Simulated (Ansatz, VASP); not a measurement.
One calculation of InSe, two programs

```
In Se
1.0
     2.01056    1.16080    8.41067
    -2.01056    1.16080    8.41067
     0.00000   -2.32159    8.41067
In Se
2 2
Direct
  0.00048 0.00048 0.00048
  0.11087 0.11087 0.11087
  0.61696 0.61696 0.61696
  0.82769 0.82769 0.82769
```

Alike in both runs: task single point; functional r2SCAN; k mesh 8 × 8 × 8; no spin polarisation.

```csv
,VASP,Ansatz
version,VASP 6.6.1,Ansatz 0.2.0
potentials or method,"VASP PAW PBE potentials, release 64 (In_d, Se)","plane waves, PAW"
plane-wave cutoff (eV),520,500
occupations,"gaussian, width 0.01 eV",fixed
valence electrons in the cell,38,58
```

|  | VASP | Ansatz | Ansatz less VASP |
| --- | --- | --- | --- |
| gap on the k mesh at the Fermi level (eV) | 0.81 | 0.82 | +0.009 |
| pressure (GPa) | 0.8 | 0.8 | -0.03 |
| rms of the force components (eV/Å) | 0.006 | 0.013 | +0.0072 |

VASP's potentials were made for PBE, not for r2SCAN. Atom by atom the forces differ by 0.007 eV/Å (rms over components). VASP's potentials hold 38 valence electrons a cell and Ansatz's 58, so a difference there can come from the potentials and not from the codes.
